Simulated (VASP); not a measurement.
# Mg2C3 (P-1) in VASP: notebook

The runs below take Mg2C3 through single point, with r2SCAN.

Everything below comes from runs of VASP 6.6.1. Logs are shortened: lines on timing, memory, paths and dates and some standing lists are left out, and cuts for length are marked.

## Step 1: The cell of the first run

The typed cell holds 5 atoms: a = 3.343 Å, b = 3.344 Å, c = 5.014 Å, α = 103.13°, β = 97.21°, γ = 88.89°.

## Step 2: Single point, r2SCAN (strain -0.0750 x Voigt [0, 0, 0, 1, 0, 0])

Input file POSCAR:

```
Mg2C3
1.0
    2.3870223790     -2.3391739664      0.0813837711
    2.3870223790      2.3396497794     -0.0940721193
   -1.2253611782     -0.1821905958      4.8584158892
Mg C
2 3
Direct
    0.8082382625      0.8082382625      0.1984312469
    0.1917617375      0.1917617375      0.8015687531
    0.3041690745      0.3041690745      0.2614645499
    0.6958309255      0.6958309255      0.7385354501
    0.5000000000      0.5000000000      0.5000000000
```

Input file INCAR.step1:

```
SYSTEM = Mg2C3
ALGO = Normal ; EDIFF = 1E-4
ENCUT = 520 ; GGA = PE
ISMEAR = 0 ; LASPH = .TRUE.
LCHARG = .FALSE. ; LREAL = .FALSE.
LWAVE = .TRUE. ; NBANDS = 16
NELM = 100 ; PREC = Accurate
SIGMA = 0.05
```

Input file INCAR.step2:

```
SYSTEM = Mg2C3
ALGO = Normal ; EDIFF = 1E-6
ENCUT = 520 ; ISIF = 2
ISMEAR = 0 ; ISTART = 1
LASPH = .TRUE. ; LCHARG = .TRUE.
LELF = .TRUE. ; LMIXTAU = .TRUE.
LREAL = .FALSE. ; LVHAR = .TRUE.
LWAVE = .FALSE. ; METAGGA = R2SCAN
NBANDS = 16 ; NELM = 100
PREC = Accurate ; SIGMA = 0.05
```

Input file KPOINTS:

```
k-points
0
G
  8 8 6
  0 0 0
```

Potentials or basis: VASP PAW PBE potentials, release 64 (Mg, C).

Run with:

```sh
> cat potpaw_PBE.64/Mg/POTCAR potpaw_PBE.64/C/POTCAR > POTCAR
> cp INCAR.step1 INCAR
> mpirun -np 1 vasp_std > vasp.out
> cp INCAR.step2 INCAR
> mpirun -np 1 vasp_std > vasp.out
```

OUTCAR:

```text
SYSTEM = Mg2C3
   EDIFF = 1E-6
   ENCUT = 520
   ISIF = 2
   ISMEAR = 0
   ISTART = 1
   LASPH = .TRUE.
   LREAL = .FALSE.
   METAGGA = R2SCAN
   NELM = 100
   PREC = Accurate

 ion  position               nearest neighbor table
   1  0.808  0.808  0.198-   4 2.23   3 2.31   3 2.34   5 2.36   3 2.39   3 2.50   5 2.72   2 2.92
                             2 3.02   2 3.12   2 3.12   2 3.14
   2  0.192  0.192  0.802-   3 2.23   4 2.31   4 2.34   5 2.36   4 2.39   4 2.50   5 2.72   1 2.92
                             1 3.02   1 3.12   1 3.12   1 3.14
   3  0.304  0.304  0.261-   5 1.32   2 2.23   1 2.31   1 2.34   1 2.39   1 2.50
   4  0.696  0.696  0.739-   5 1.32   1 2.23   2 2.31   2 2.34   2 2.39   2 2.50
   5  0.500  0.500  0.500-   3 1.32   4 1.32   1 2.36   2 2.36   2 2.72   1 2.72

  LATTYP: Found a triclinic cell.
 ALAT       =     7.7300643656
 B/A-ratio  =     0.6175966224
 C/A-ratio  =     1.2708311550
 COS(alpha) =     0.0090677437
 COS(beta)  =     0.6175480107
 COS(gamma) =     0.7777877264

  Lattice vectors:

 A1 = (   5.9994059362,   0.1826664088,  -4.8711042374)
 A2 = (   4.7740447580,   0.0004758130,  -0.0126883482)
 A3 = (   0.0636999774,  -1.9752685878,  -9.6227596591)

Analysis of symmetry for initial positions (statically):
=====================================================================
 Subroutine PRICEL returns:
 Original cell was already a primitive cell.

 Routine SETGRP: Setting up the symmetry group for a
 triclinic supercell.

 Subroutine GETGRP returns: Found  2 space group operations
 (whereof  2 operations were pure point group operations)
 out of a pool of  2 trial point group operations.

The static configuration has the point symmetry S_2 .

Analysis of symmetry for dynamics (positions and initial velocities):
=====================================================================
 Subroutine PRICEL returns:
 Original cell was already a primitive cell.

 Routine SETGRP: Setting up the symmetry group for a
 triclinic supercell.

 Subroutine GETGRP returns: Found  2 space group operations
 (whereof  2 operations were pure point group operations)
 out of a pool of  2 trial point group operations.

The dynamic configuration has the point symmetry S_2 .

 Subroutine INISYM returns: Found  2 space group operations
 (whereof  2 operations are pure point group operations),
 and found     1 'primitive' translations

----------------------------------------------------------------------------------------

                                     Primitive cell

  volume of cell :      54.1484

  direct lattice vectors                    reciprocal lattice vectors
     2.387022379 -2.339173966  0.081383771     0.209606493 -0.212044655  0.044914046
     2.387022379  2.339649779 -0.094072119     0.209606493  0.216015167  0.060966290
    -1.225361178 -0.182190596  4.858415889     0.000547413  0.007734619  0.206256520

  length of vectors
     3.343087495  3.343753354  5.013871596     0.301521291  0.307106371  0.206402219

  position of ions in fractional coordinates (direct lattice)
     0.808238262  0.808238262  0.198431247
     0.191761738  0.191761738  0.801568753
     0.304169075  0.304169075  0.261464550
     0.695830925  0.695830925  0.738535450
     0.500000000  0.500000000  0.500000000

  ion indices of the primitive-cell ions
   primitive index   ion index
                 1           1
                 2           2
                 3           3
                 4           4
                 5           5

----------------------------------------------------------------------------------------

 KPOINTS: k-points

Automatic generation of k-mesh.
 Grid dimensions read from file:
 generate k-points for:    8    8    6

 Generating k-lattice:

  Cartesian coordinates                     Fractional coordinates (reciprocal lattice)
     0.026200812 -0.026505582  0.005614256     0.125000000  0.000000000  0.000000000
     0.026200812  0.027001896  0.007620786    -0.000000000  0.125000000  0.000000000
     0.000091236  0.001289103  0.034376087     0.000000000 -0.000000000  0.166666667

  Length of vectors
     0.037690161  0.038388296  0.034400370

  Shift w.r.t. Gamma in fractional coordinates (k-lattice)
     0.000000000  0.000000000  0.000000000

 Subroutine IBZKPT returns following result:
 ===========================================

 Found    196 irreducible k-points:

 Following reciprocal coordinates:
            Coordinates               Weight
  0.000000  0.000000  0.000000      1.000000
  0.125000 -0.000000 -0.000000      2.000000
  0.250000 -0.000000 -0.000000      2.000000
  0.375000 -0.000000  0.000000      2.000000
  0.500000 -0.000000 -0.000000      1.000000
  0.000000  0.125000  0.000000      2.000000
[... 16 lines left out ...]
  0.125000  0.375000 -0.000000      2.000000
  0.250000  0.375000 -0.000000      2.000000
 [... further k-points ...]
   k-points           NKPTS =    196   k-points in BZ     NKDIM =    196   number of bands    NBANDS=     16
   number of dos      NEDOS =    301   number of ions     NIONS =      5
   total plane-waves  NPLWV =  31360
   dimension x,y,z NGX =    28 NGY =   28 NGZ =   40
   dimension x,y,z NGXF=    56 NGYF=   56 NGZF=   80
   ions per type =               2   3
   NGX,Y,Z   is equivalent  to a cutoff of  13.92, 13.92, 13.26 a.u.
   NGXF,Y,Z  is equivalent  to a cutoff of  27.85, 27.84, 26.53 a.u.
 SYSTEM =  Mg2C3
   PREC   = accura    normal or accurate (medium, high low for compatibility)
   ISTART =      1    job   : 0-new  1-cont  2-samecut
   ICHARG =      0    charge: 1-file 2-atom 10-const
   ISPIN  =      1    spin polarized calculation?
   LNONCOLLINEAR =      F non collinear calculations
   LSORBIT =      F    spin-orbit coupling
   LASPH  =      T    aspherical Exc in radial PAW
   ENCUT  =  520.0 eV  38.22 Ry    6.18 a.u.   6.22  6.22  9.32*2*pi/ulx,y,z
   NELM   =    100;   NELMIN=  2; NELMDL=  0     # of ELM steps
   EDIFF  = 0.1E-05   stopping-criterion for ELM
   LREAL  =      F    real-space projection
   EDIFFG = 0.1E-04   stopping-criterion for IOM
   NSW    =      0    number of steps for IOM
   IBRION =     -1    ionic relax: 0-MD 1-quasi-New 2-CG
   NFREE  =      0    steps in history (QN), initial steepest desc. (CG)
   ISIF   =      2    stress and relaxation
   ISYM   =      2    0-nonsym 1-usesym 2-fastsym
   POTIM  = 0.5000    time-step for ionic-motion
   TEBEG  =    0.0;   TEEND  =   0.0 temperature during run
   PSTRESS=    0.0 pullay stress
   NELECT =      16.0000    total number of electrons
   NUPDOWN=      -1.0000    fix difference up-down
   EMIN   =  10.00;   EMAX   =-10.00  energy-range for DOS
   EFERMI =   0.00;   METHOD = LEGACY
   ISMEAR =     0;   SIGMA  =   0.05  broadening in eV -4-tet -1-fermi 0-gaus
   EFERMI_NEDOS =   21; number of points for ismear=-14 and -15
   IALGO  =     38    algorithm
   IMIX   =      4    mixing-type and parameters
     AMIX     =   0.40;   BMIX     =  1.00
     AMIX_MAG =   1.60;   BMIX_MAG =  1.00
  volume/ion in A,a.u.               =      10.83        73.08
  Fermi-wavevector in a.u.,A,eV,Ry     =   1.090401  2.060560 16.176985  1.188975
  Thomas-Fermi vector in A             =   2.226625
   LORBIT       =      0    0 simple, 1 ext, 2 COOP (PROOUT), +10 PAW based schemes
   METAGGA = R2SCAN    functional components
   LHFCALC =     F    Hartree Fock is set to
   AEXX    =    0.0000 exact exchange contribution
   IVDW    =     0    specifies the selected vdW correction
   LEPSILON=     F    determine dielectric tensor
   LRPA    =     F    only Hartree local field effects (RPA)
 non-spin polarized calculation
 Gauss-broadening in eV      SIGMA  =   0.05
  energy-cutoff  :      520.00
  volume of cell :       54.15
 maximum number of plane-waves:      1470
 NGX is ok and might be reduce to    28
   NGX = 13   NGY = 13   NGZ = 19

 number of electron      15.9999999 magnetization

 Free energy of the ion-electron system (eV)
  ---------------------------------------------------
  ext. energy  EPLUGINS =         0.00000000
  ---------------------------------------------------
  free energy    TOTEN  =       -37.53759647 eV

  energy without entropy =      -37.53759647  energy(sigma->0) =      -37.53759647

 E-fermi :   4.9181     XC(G=0): -10.9647

 val. band max:        4.7205736915   @ k =  -0.0000   0.0000   0.5000
 cond. band min:       6.4392111725   @ k =   0.5000   0.5000  -0.0000
 fundamental gap:      1.7186374810
 Fermi energy:         4.9181119515

 k-point     1 :       0.0000    0.0000    0.0000
  band No.  band energies     occupation
      1     -12.4387      2.00000
      2      -8.2619      2.00000
      3      -3.2426      2.00000
      4       0.3077      2.00000
      5       1.0598      2.00000
      6       1.4017      2.00000
[... 8 lines left out ...]
     15      14.5932      0.00000
     16      15.8588      0.00000

 k-point     2 :       0.1250   -0.0000   -0.0000
  band No.  band energies     occupation
      1     -12.3536      2.00000
      2      -8.2481      2.00000
      3      -3.1198      2.00000
      4       0.0047      2.00000
      5       0.7217      2.00000
      6       1.2408      2.00000
[... 8 lines left out ...]
     15      14.3205      0.00000
     16      15.9416      0.00000

 k-point     3 :       0.2500   -0.0000   -0.0000
  band No.  band energies     occupation
      1     -12.1317      2.00000
      2      -8.2305      2.00000
      3      -2.8176      2.00000
      4      -0.9027      2.00000
      5       0.4812      2.00000
      6       1.0862      2.00000
[... 8 lines left out ...]
     15      14.1979      0.00000
     16      15.7586      0.00000

 k-point     4 :       0.3750   -0.0000    0.0000
  band No.  band energies     occupation
      1     -11.8804      2.00000
      2      -8.2461      2.00000
      3      -2.6403      2.00000
      4      -1.3037      2.00000
      5       0.0867      2.00000
      6       1.0906      2.00000
[... 8 lines left out ...]
     15      14.1731      0.00000
     16      15.2199      0.00000

 k-point     5 :       0.5000   -0.0000   -0.0000
  band No.  band energies     occupation
      1     -11.7650      2.00000
      2      -8.2668      2.00000
      3      -2.6908      2.00000
      4      -1.1428      2.00000
      5      -0.2281      2.00000
      6       1.1302      2.00000
[... 8 lines left out ...]
     15      14.3904      0.00000
     16      14.6165      0.00000

 k-point     6 :       0.0000    0.1250    0.0000
  band No.  band energies     occupation
      1     -12.3550      2.00000
      2      -8.2490      2.00000
      3      -3.0945      2.00000
      4      -0.0881      2.00000
      5       0.8453      2.00000
      6       1.3330      2.00000
[... 8 lines left out ...]
     15      14.3734      0.00000
     16      15.8209      0.00000
[... 267 lines left out ...]
 k-point    21 :      -0.1250    0.2500   -0.0000
  band No.  band energies     occupation
      1     -12.0640      2.00000
      2      -8.1689      2.00000
      3      -2.8186      2.00000
      4      -0.8674      2.00000
      5       0.4710      2.00000
      6       1.0485      2.00000
[... 8 lines left out ...]
     15      15.0360      0.00000
     16      15.7291      0.00000

 k-point    22 :      -0.0000    0.3750    0.0000
  band No.  band energies     occupation
      1     -11.8953      2.00000
      2      -8.2232      2.00000
      3      -2.5476      2.00000
      4      -1.3035      2.00000
      5       0.1140      2.00000
      6       1.2544      2.00000
[... 8 lines left out ...]
     15      14.4808      0.00000
     16      15.7542      0.00000

 k-point    23 :       0.1250    0.3750   -0.0000
  band No.  band energies     occupation
      1     -11.8214      2.00000
      2      -8.2194      2.00000
      3      -2.3174      2.00000
      4      -1.1683      2.00000
      5      -0.2540      2.00000
      6       0.6567      2.00000
[... 8 lines left out ...]
     15      14.5473      0.00000
     16      15.9724      0.00000

 k-point    24 :       0.2500    0.3750   -0.0000
  band No.  band energies     occupation
      1     -11.6368      2.00000
      2      -8.1690      2.00000
      3      -1.9517      2.00000
      4      -0.9854      2.00000
      5      -0.6933      2.00000
      6      -0.1957      2.00000
[... 8 lines left out ...]
     15      15.7267      0.00000
     16      15.9213      0.00000

 [... further k-points ...]
[... 5 lines left out ...]
  --------------------------------------------------------------------------------------
  -------------------------------------------------------------------------------------
  Total       -0.2320447     -0.0317154      0.0468759     -0.1717065      2.0358135      0.0649967
  in kB       -6.8658879     -0.9384162      1.3869951     -5.0805641     60.2369663      1.9231655
  external PRESSURE =      -2.1391030 kB  Pullay stress =       0.0000000 kB

 VOLUME and BASIS-vectors are now :
 -----------------------------------------------------------------------------
  energy-cutoff  :      520.00
  volume of cell :       54.15
      direct lattice vectors                 reciprocal lattice vectors
     2.387022379 -2.339173966  0.081383771     0.209606493 -0.212044655  0.044914046
     2.387022379  2.339649779 -0.094072119     0.209606493  0.216015167  0.060966290
    -1.225361178 -0.182190596  4.858415889     0.000547413  0.007734619  0.206256520

 POSITION                                       TOTAL-FORCE (eV/Angst)
 -----------------------------------------------------------------------------------
      3.61542     -0.03577      0.95381         0.001673      0.192125      0.015533
     -0.06673     -0.14595      3.89192        -0.001673     -0.192125     -0.015533
      1.13173     -0.04749      1.26644        -0.009879      0.095114     -0.080670
      2.41696     -0.13422      3.57928         0.009879     -0.095114      0.080670
      1.77434     -0.09086      2.42286        -0.000000     -0.000000      0.000000
 -----------------------------------------------------------------------------------
    total drift:                                0.000000      0.000000      0.000000

  FREE ENERGIE OF THE ION-ELECTRON SYSTEM (eV)
  ---------------------------------------------------
  free  energy   TOTEN  =       -37.5375964701 eV

  energy  without entropy=      -37.5375964701  energy(sigma->0) =      -37.53759647
```

Wall time 5.4 min (1 thread of Intel Xeon Platinum 8488C (Sapphire Rapids), shared host); peak memory 0.29 GiB.

What came out:

| Property | Result |
| --- | --- |
| Free energy | -37.5376 eV |
| Pressure | -0.2 GPa |
| Largest force | 0.193 eV/Å |
| Band gap on the k mesh | 1.72 eV, indirect (least direct gap 2.38 eV) |

Forces in eV/Å, atoms in the order of the input:
```
Mg   0.002  0.192  0.016
Mg  -0.002 -0.192 -0.016
C   -0.010  0.095 -0.081
C    0.010 -0.095  0.081
C    0.000  0.000  0.000
```

Caveat: the cell differs from its parent crystal (strain -0.0750 x Voigt [0, 0, 0, 1, 0, 0]); the PAW data sets were made with another functional, which shifts forces and pressure a little. A k mesh can miss the band edges.

## Step 3: Single point, r2SCAN (strain +0.1125 x Voigt [0, 0, 0, 1, 0, 0])

Changes to POSCAR since step 2:

```diff
@@ -2,5 +2,5 @@
 1.0
-    2.3870223790     -2.3391739664      0.0813837711
-    2.3870223790      2.3396497794     -0.0940721193
-   -1.2253611782     -0.1821905958      4.8584158892
+    2.3870223790     -2.3397687327     -0.1379360920
+    2.3870223790      2.3390550131      0.1252477438
+   -1.2253611782      0.2732858938      4.8584158892
 Mg C
```

Input file INCAR.step1:

```
  ALGO = Normal
  EDIFF = 1E-4
  ENCUT = 520
  GGA = PE
  ISMEAR = 0
  LASPH = True
  LCHARG = False
  LREAL = False
  LWAVE = True
  NBANDS = 16
  NELM = 100
  PREC = Accurate
  SIGMA = 0.05
```

Input file INCAR.step2:

```
  ALGO = Normal
  EDIFF = 1E-7
  ENCUT = 520
  ISIF = 2
  ISMEAR = 0
  ISTART = 1
  LASPH = True
  LCHARG = False
  LMIXTAU = True
  LREAL = False
  LWAVE = False
  METAGGA = R2SCAN
  NBANDS = 16
  NELM = 100
  PREC = Accurate
  SIGMA = 0.05
```

Input file KPOINTS:

```
k-points
0
Gamma
  8 8 6
```

Potentials or basis: VASP PAW PBE potentials, release 64 (Mg, C).

Run with:

```sh
> cat potpaw_PBE.64/Mg/POTCAR potpaw_PBE.64/C/POTCAR > POTCAR
> cp INCAR.step1 INCAR
> mpirun -np 1 vasp_std > vasp.out
> cp INCAR.step2 INCAR
> mpirun -np 1 vasp_std > vasp.out
```

It took 5.9 min on 1 thread of Intel Xeon Platinum 8488C (Sapphire Rapids), shared host; peak memory 0.29 GiB.

The run converged. Its results:

```yaml
Free_energy: -37.4419 eV
Pressure: -0.1 GPa
Largest_force: 0.297 eV/Å
Band_gap_on_the_k_mesh: 1.55 eV, indirect (least direct gap 2.27 eV)
```

Forces on the atoms (eV/Å):
```
Mg   0.007 -0.293  0.043
Mg  -0.007  0.293 -0.043
C    0.044 -0.142 -0.058
C   -0.044  0.142  0.058
C    0.000  0.000  0.000
```

Stress tensor (GPa, compression positive):
```
-0.95  0.79 -0.12
 0.79  0.57 -9.04
-0.12 -9.04  0.17
```

Levels at points of the mesh, in eV from the valence-band top:
```csv
k point,band 6,band 7,band 8,band 9,band 10,band 11
"(0.00, 0.00, 0.00)",-3.32,-1.61,-0.72,3.65,3.92,4.57
"(0.50, 0.00, 0.00)",-3.50,-3.40,-0.26,3.16,4.48,6.91
"(0.00, 0.50, 0.00)",-3.64,-3.11,-0.19,3.50,5.13,6.35
"(0.50, 0.50, 0.00)",-4.11,-2.87,-1.13,1.55,2.48,3.79
"(0.00, 0.00, 0.50)",-3.77,-0.97,0.00,3.12,4.00,4.32
"(0.50, 0.00, 0.50)",-3.32,-1.91,-0.48,1.79,4.27,6.78
"(0.00, 0.50, 0.50)",-3.68,-1.05,-0.19,2.94,4.25,5.71
"(0.50, 0.50, 0.50)",-4.22,-3.24,-2.05,2.06,3.80,5.80
```

Caveat: the cell differs from its parent crystal (strain +0.1125 x Voigt [0, 0, 0, 1, 0, 0]); the PAW data sets were made with another functional, which shifts forces and pressure a little. A k mesh can miss the band edges.
